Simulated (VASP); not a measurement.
# TaN (Fm-3m) in VASP: notebook, part 2 of 2

VASP 6.6.1. The steps go on from the part before.

## (3) Single point, LDA

The input, INCAR:

```
SYSTEM = TaN
PREC = Accurate
ENCUT = 520
EDIFF = 1E-7
ISMEAR = 0
SIGMA = 0.15
LREAL = .FALSE.
LASPH = .TRUE.
NELM = 80
ALGO = Normal
ISIF = 2
LWAVE = .FALSE.
LCHARG = .FALSE.
NBANDS = 15
```

The input, KPOINTS:

```
Automatic mesh
0
G
  20 20 20
  0 0 0
```

The input, POSCAR:

```
TaN
1.0
    0.0000000000      2.1790000000      2.1790000000
    2.1790000000      0.0000000000      2.1790000000
    2.1790000000      2.1790000000      0.0000000000
Ta N
1 1
Direct
    0.5000000000      0.5000000000      0.5000000000
    0.0000000000      0.0000000000      0.0000000000
```

Potentials or basis: VASP PAW LDA potentials, release 64 (Ta_pv, N).

Command:

```sh
> cat potpaw_LDA.64/Ta_pv/POTCAR potpaw_LDA.64/N/POTCAR > POTCAR
> mpirun -np 1 vasp_std > vasp.out
```

OUTCAR:

```text
SYSTEM = TaN
   PREC = Accurate
   ENCUT = 520
   EDIFF = 1E-7
   ISMEAR = 0
   LREAL = .FALSE.
   LASPH = .TRUE.
   NELM = 80
   ISIF = 2

 ion  position               nearest neighbor table
   1  0.500  0.500  0.500-   2 2.18   2 2.18   2 2.18   2 2.18   2 2.18   2 2.18
   2  0.000  0.000  0.000-   1 2.18   1 2.18   1 2.18   1 2.18   1 2.18   1 2.18

  LATTYP: Found a face centered cubic cell.
 ALAT       =     4.3580000000

  Lattice vectors:

 A1 = (   0.0000000000,   2.1790000000,   2.1790000000)
 A2 = (   2.1790000000,   0.0000000000,   2.1790000000)
 A3 = (   2.1790000000,   2.1790000000,   0.0000000000)

Analysis of symmetry for initial positions (statically):
=====================================================================
 Subroutine PRICEL returns:
 Original cell was already a primitive cell.

 Routine SETGRP: Setting up the symmetry group for a
 face centered cubic supercell.

 Subroutine GETGRP returns: Found 48 space group operations
 (whereof 48 operations were pure point group operations)
 out of a pool of 48 trial point group operations.

The static configuration has the point symmetry O_h .

Analysis of symmetry for dynamics (positions and initial velocities):
=====================================================================
 Subroutine PRICEL returns:
 Original cell was already a primitive cell.

 Routine SETGRP: Setting up the symmetry group for a
 face centered cubic supercell.

 Subroutine GETGRP returns: Found 48 space group operations
 (whereof 48 operations were pure point group operations)
 out of a pool of 48 trial point group operations.

The dynamic configuration has the point symmetry O_h .

 Subroutine INISYM returns: Found 48 space group operations
 (whereof 48 operations are pure point group operations),
 and found     1 'primitive' translations

----------------------------------------------------------------------------------------

                                     Primitive cell

  volume of cell :      20.6920

  direct lattice vectors                    reciprocal lattice vectors
     0.000000000  2.179000000  2.179000000    -0.229463056  0.229463056  0.229463056
     2.179000000  0.000000000  2.179000000     0.229463056 -0.229463056  0.229463056
     2.179000000  2.179000000  0.000000000     0.229463056  0.229463056 -0.229463056
[... 114 lines left out ...]
   LRPA    =     F    only Hartree local field effects (RPA)
 non-spin polarized calculation
 Gauss-broadening in eV      SIGMA  =   0.15
  energy-cutoff  :      520.00
  volume of cell :       20.69
 maximum number of plane-waves:       568
   NGX = 11   NGY = 11   NGZ = 11

 number of electron      16.0000001 magnetization

 Free energy of the ion-electron system (eV)
  ---------------------------------------------------
  ext. energy  EPLUGINS =         0.00000000
  ---------------------------------------------------
  free energy    TOTEN  =       -24.15546195 eV

  energy without entropy =      -24.14728056  energy(sigma->0) =      -24.15137125

 E-fermi :   9.7024     XC(G=0): -13.8101

 val. band max:        9.6921937531   @ k =   0.4500   0.1000   0.0000
 cond. band min:       9.7064786168   @ k =  -0.2500   0.2000   0.0000
 fundamental gap:      0.0142848638
 Fermi energy:         9.7024308679

 k-point     1 :       0.0000    0.0000    0.0000
  band No.  band energies     occupation
      1     -25.7963      2.00000
      2     -25.7963      2.00000
      3     -25.7963      2.00000
      4      -9.1157      2.00000
      5       5.8702      2.00000
      6       5.8702      2.00000
      7       5.8702      2.00000
      8       7.5040      2.00000
      9       7.5040      2.00000
     10       7.5040      2.00000
     11       9.7164      0.89542
     12       9.7164      0.89542
     13      11.6848      0.00000
     14      19.2096      0.00000
[... 401 lines left out ...]
      2     -25.9004      2.00000
      3     -25.8660      2.00000
      4      -6.5548      2.00000
      5       0.1427      2.00000
      6       2.2573      2.00000
      7       2.4828      2.00000
      8      10.0333      0.00181
      9      10.4666      0.00000
     10      11.2764      0.00000
     11      14.7937      0.00000
     12      15.7880      0.00000
     13      16.5590      0.00000
     14      21.1433      0.00000
     15      21.8695      0.00000

 [... further k-points ...]
[... 5 lines left out ...]
  --------------------------------------------------------------------------------------
  -------------------------------------------------------------------------------------
  Total       -0.0631229     -0.0631229     -0.0631229      0.0000000     -0.0000000      0.0000000
  in kB       -4.8876054     -4.8876054     -4.8876054      0.0000000     -0.0000000      0.0000000
  external PRESSURE =      -4.8876054 kB  Pullay stress =       0.0000000 kB

 VOLUME and BASIS-vectors are now :
 -----------------------------------------------------------------------------
  energy-cutoff  :      520.00
  volume of cell :       20.69
      direct lattice vectors                 reciprocal lattice vectors
     0.000000000  2.179000000  2.179000000    -0.229463056  0.229463056  0.229463056
     2.179000000  0.000000000  2.179000000     0.229463056 -0.229463056  0.229463056
     2.179000000  2.179000000  0.000000000     0.229463056  0.229463056 -0.229463056

 POSITION                                       TOTAL-FORCE (eV/Angst)
 -----------------------------------------------------------------------------------
      2.17900      2.17900      2.17900        -0.000000     -0.000000      0.000000
      0.00000      0.00000      0.00000         0.000000      0.000000     -0.000000
 -----------------------------------------------------------------------------------
    total drift:                                0.000000     -0.000000     -0.000000

  FREE ENERGIE OF THE ION-ELECTRON SYSTEM (eV)
  ---------------------------------------------------
  free  energy   TOTEN  =       -24.1554619458 eV

  energy  without entropy=      -24.1472805571  energy(sigma->0) =      -24.15137125
```

OSZICAR:

```text
N       E                     dE             d eps       ncg     rms          rms(c)
DAV:   1     0.874570746515E+02    0.87457E+02   -0.87834E+03  7688   0.113E+03
DAV:   2    -0.246331922727E+02   -0.11209E+03   -0.10553E+03  9360   0.297E+02
DAV:   3    -0.271734657843E+02   -0.25403E+01   -0.25256E+01  8716   0.413E+01
DAV:   4    -0.271821104483E+02   -0.86447E-02   -0.86410E-02  9873   0.265E+00
DAV:   5    -0.271821696564E+02   -0.59208E-04   -0.59206E-04  8690   0.188E-01    0.254E+01
DAV:   6    -0.243004559045E+02    0.28817E+01   -0.58705E+00  8355   0.263E+01    0.107E+01
DAV:   7    -0.241969605454E+02    0.10350E+00   -0.41102E-01  9353   0.521E+00    0.723E+00
DAV:   8    -0.241601899046E+02    0.36771E-01   -0.15249E-01  8093   0.311E+00    0.134E+00
DAV:   9    -0.241556791032E+02    0.45108E-02   -0.12948E-02  8282   0.909E-01    0.293E-01
DAV:  10    -0.241554927902E+02    0.18631E-03   -0.56891E-04  8968   0.278E-01    0.928E-02
DAV:  11    -0.241554624483E+02    0.30342E-04   -0.65860E-05  8121   0.815E-02    0.165E-02
DAV:  12    -0.241554619566E+02    0.49169E-06   -0.38098E-06  8527   0.171E-02    0.312E-03
DAV:  13    -0.241554619458E+02    0.10864E-07   -0.96481E-08  5607   0.281E-03
   1 F= -.24155462E+02 E0= -.24151371E+02  d E =-.818139E-02
```

It took 34 s on 1 thread of Intel Xeon Platinum 8488C (Sapphire Rapids), shared host; peak memory 0.19 GiB.

What came out:

* Free energy: -24.1555 eV
* Pressure: -0.5 GPa
* Band gap on the k mesh: zero (band 8 reaches 11.68 eV, above the bottom of band 9 at 7.50 eV)

Caveat: spin-orbit coupling is left out, which moves the levels of the heavy elements.

## (4) Single point, LDA

The input, INCAR:

```
SYSTEM = TaN
PREC = Accurate
ENCUT = 600
EDIFF = 1E-6
ISMEAR = 0
SIGMA = 0.15
LREAL = .FALSE.
LASPH = .TRUE.
NELM = 120
ALGO = Normal
ISIF = 2
LWAVE = .FALSE.
LCHARG = .TRUE.
LELF = .TRUE.
LVHAR = .TRUE.
NBANDS = 16
GGA_COMPAT = .FALSE.
```

The input, KPOINTS:

```
Automatic mesh
0
G
  18 18 18
  0 0 0
```

POSCAR is that of step 3.

Potentials or basis: VASP PAW LDA potentials, release 64 (Ta_sv_GW, N).

Command:

```sh
> cat potpaw_LDA.64/Ta_sv_GW/POTCAR potpaw_LDA.64/N/POTCAR > POTCAR
> mpirun -np 1 vasp_std > vasp.out
```

Wall time 68 s (1 thread of Intel Xeon Platinum 8375C at 2.90GHz (Ice Lake), shared host); peak memory 0.22 GiB.

The run converged. Its results:

* Free energy: -26.6740 eV
* Pressure: -1.3 GPa
* Band gap on the k mesh: zero (band 9 reaches 15.88 eV, above the bottom of band 10 at 11.71 eV)

Levels at points of the mesh, in eV from the Fermi level:
| k point | band 5 | band 6 | band 7 | band 8 | band 9 | band 10 | band 11 | band 12 | band 13 | band 14 |
| --- | --- | --- | --- | --- | --- | --- | --- | --- | --- | --- |
| (0.00, 0.00, 0.00) | -18.82 | -3.85 | -3.85 | -3.85 | -2.21 | -2.21 | -2.21 | 0.00 | 0.00 | 1.94 |
| (0.50, 0.00, 0.00) | -15.55 | -10.56 | -7.77 | -7.77 | 1.96 | 1.96 | 2.07 | 4.00 | 7.79 | 7.79 |
| (0.50, 0.50, 0.00) | -17.56 | -6.59 | -5.66 | -4.63 | -4.63 | 2.14 | 3.69 | 3.69 | 4.91 | 7.08 |

Caveat: spin-orbit coupling is left out, which moves the levels of the heavy elements.

## (5) Single point, LDA

Edit INCAR of step 4 so:

```diff
@@ -12,5 +12,3 @@
 LWAVE = .FALSE.
-LCHARG = .TRUE.
-LELF = .TRUE.
-LVHAR = .TRUE.
+LCHARG = .FALSE.
 NBANDS = 16
```

The input, KPOINTS:

```
Automatic mesh
0
G
  20 20 20
  0 0 0
```

POSCAR is that of step 4.

Potentials or basis: VASP PAW LDA potentials, release 64 (Ta_sv_GW, N).

Command:

```sh
> cat potpaw_LDA.64/Ta_sv_GW/POTCAR potpaw_LDA.64/N/POTCAR > POTCAR
> mpirun -np 1 vasp_std > vasp.out
```

OUTCAR:

```text
SYSTEM = TaN
   PREC = Accurate
   ENCUT = 600
   EDIFF = 1E-6
   ISMEAR = 0
   LREAL = .FALSE.
   LASPH = .TRUE.
   NELM = 120
   ISIF = 2

 ion  position               nearest neighbor table
   1  0.500  0.500  0.500-   2 2.18   2 2.18   2 2.18   2 2.18   2 2.18   2 2.18
   2  0.000  0.000  0.000-   1 2.18   1 2.18   1 2.18   1 2.18   1 2.18   1 2.18

  LATTYP: Found a face centered cubic cell.
 ALAT       =     4.3580000000

  Lattice vectors:

 A1 = (   0.0000000000,   2.1790000000,   2.1790000000)
 A2 = (   2.1790000000,   0.0000000000,   2.1790000000)
 A3 = (   2.1790000000,   2.1790000000,   0.0000000000)

Analysis of symmetry for initial positions (statically):
=====================================================================
 Subroutine PRICEL returns:
 Original cell was already a primitive cell.

 Routine SETGRP: Setting up the symmetry group for a
 face centered cubic supercell.

 Subroutine GETGRP returns: Found 48 space group operations
 (whereof 48 operations were pure point group operations)
 out of a pool of 48 trial point group operations.

The static configuration has the point symmetry O_h .

Analysis of symmetry for dynamics (positions and initial velocities):
=====================================================================
[... 156 lines left out ...]

  energy without entropy =      -26.66675326  energy(sigma->0) =      -26.67082936

 E-fermi :  13.9010     XC(G=0): -14.2212

 val. band max:       13.8905312608   @ k =   0.4500   0.1000   0.0000
 cond. band min:      13.9099204126   @ k =  -0.2500   0.2000   0.0000
 fundamental gap:      0.0193891518
 Fermi energy:        13.9009722486

 k-point     1 :       0.0000    0.0000    0.0000
  band No.  band energies     occupation
      1     -55.1665      2.00000
      2     -21.5800      2.00000
      3     -21.5800      2.00000
      4     -21.5800      2.00000
      5      -4.8973      2.00000
      6      10.0712      2.00000
[... 433 lines left out ...]
      3     -21.6839      2.00000
      4     -21.6496      2.00000
      5      -2.3484      2.00000
      6       4.3519      2.00000
[... 8 lines left out ...]
     15      25.9598      0.00000
     16      27.8683      0.00000

 [... further k-points ...]
[... 5 lines left out ...]
  --------------------------------------------------------------------------------------
  -------------------------------------------------------------------------------------
  Total       -0.1720035     -0.1720035     -0.1720035      0.0000000      0.0000000      0.0000000
  in kB      -13.3182217    -13.3182217    -13.3182217      0.0000000      0.0000000      0.0000000
  external PRESSURE =     -13.3182217 kB  Pullay stress =       0.0000000 kB

 VOLUME and BASIS-vectors are now :
 -----------------------------------------------------------------------------
  energy-cutoff  :      600.00
  volume of cell :       20.69
      direct lattice vectors                 reciprocal lattice vectors
     0.000000000  2.179000000  2.179000000    -0.229463056  0.229463056  0.229463056
     2.179000000  0.000000000  2.179000000     0.229463056 -0.229463056  0.229463056
     2.179000000  2.179000000  0.000000000     0.229463056  0.229463056 -0.229463056

 POSITION                                       TOTAL-FORCE (eV/Angst)
 -----------------------------------------------------------------------------------
      2.17900      2.17900      2.17900         0.000000      0.000000      0.000000
      0.00000      0.00000      0.00000         0.000000      0.000000     -0.000000
 -----------------------------------------------------------------------------------
    total drift:                                0.000000      0.000000      0.000000

  FREE ENERGIE OF THE ION-ELECTRON SYSTEM (eV)
  ---------------------------------------------------
  free  energy   TOTEN  =       -26.6749054618 eV

  energy  without entropy=      -26.6667532567  energy(sigma->0) =      -26.67082936
```

OSZICAR:

```text
N       E                     dE             d eps       ncg     rms          rms(c)
DAV:   1     0.109124171541E+03    0.10912E+03   -0.12351E+04  8248   0.129E+03
DAV:   2    -0.259195954409E+02   -0.13504E+03   -0.12986E+03 11784   0.314E+02
DAV:   3    -0.307461969168E+02   -0.48266E+01   -0.48178E+01  9640   0.540E+01
DAV:   4    -0.308702377917E+02   -0.12404E+00   -0.12404E+00 11640   0.596E+00
DAV:   5    -0.308735084623E+02   -0.32707E-02   -0.32707E-02  9800   0.709E-01    0.467E+01
DAV:   6    -0.268725460440E+02    0.40010E+01   -0.89307E+00  8672   0.253E+01    0.481E+01
DAV:   7    -0.267368341761E+02    0.13571E+00   -0.41193E-01  9144   0.508E+00    0.249E+01
DAV:   8    -0.266763731012E+02    0.60461E-01   -0.15396E-01  9752   0.297E+00    0.230E+00
DAV:   9    -0.266751055849E+02    0.12675E-02   -0.35186E-03  9848   0.562E-01    0.297E-01
DAV:  10    -0.266749241315E+02    0.18145E-03   -0.15379E-03  8624   0.374E-01    0.198E-01
DAV:  11    -0.266749489462E+02   -0.24815E-04   -0.22984E-04  9192   0.131E-01    0.473E-02
DAV:  12    -0.266749051965E+02    0.43750E-04   -0.91907E-05  8856   0.784E-02    0.256E-02
DAV:  13    -0.266749054618E+02   -0.26529E-06   -0.42830E-06  9768   0.171E-02
   1 F= -.26674905E+02 E0= -.26670829E+02  d E =-.815221E-02
```

Wall time 71 s (1 thread of Intel Xeon 6975P-C (Granite Rapids), shared host); peak memory 0.24 GiB.

What came out:

| Item | Value |
| --- | --- |
| Free energy | -26.6749 eV |
| Pressure | -1.3 GPa |
| Band gap on the k mesh | zero (band 9 reaches 15.88 eV, above the bottom of band 10 at 11.71 eV) |

Caveat: spin-orbit coupling is left out, which moves the levels of the heavy elements.

## (6) Overview

| potentials or basis | k mesh | cutoff (eV) | second run | gap on the mesh (eV) | pressure (GPa) |
| --- | --- | --- | --- | --- | --- |
| VASP PAW LDA potentials, release 64 (Ta_pv, N) | 18 × 18 × 18 | 520 | - | none | -0.5 |
| VASP PAW LDA potentials, release 64 (Ta_pv, N) | 20 × 20 × 20 | 520 | - | none | -0.5 |
| VASP PAW LDA potentials, release 64 (Ta_sv_GW, N) | 18 × 18 × 18 | 600 | valence_matched | none | -1.3 |
| VASP PAW LDA potentials, release 64 (Ta_sv_GW, N) | 20 × 20 × 20 | 600 | valence_matched | none | -1.3 |

Alike in all rows: task single point; level LDA; no spin polarisation; cell as given; smearing gaussian 0.15 eV.

Caveats: spin-orbit coupling is left out, which moves the levels of the heavy elements.

Absolute energies hang on the potentials; compare differences alone.
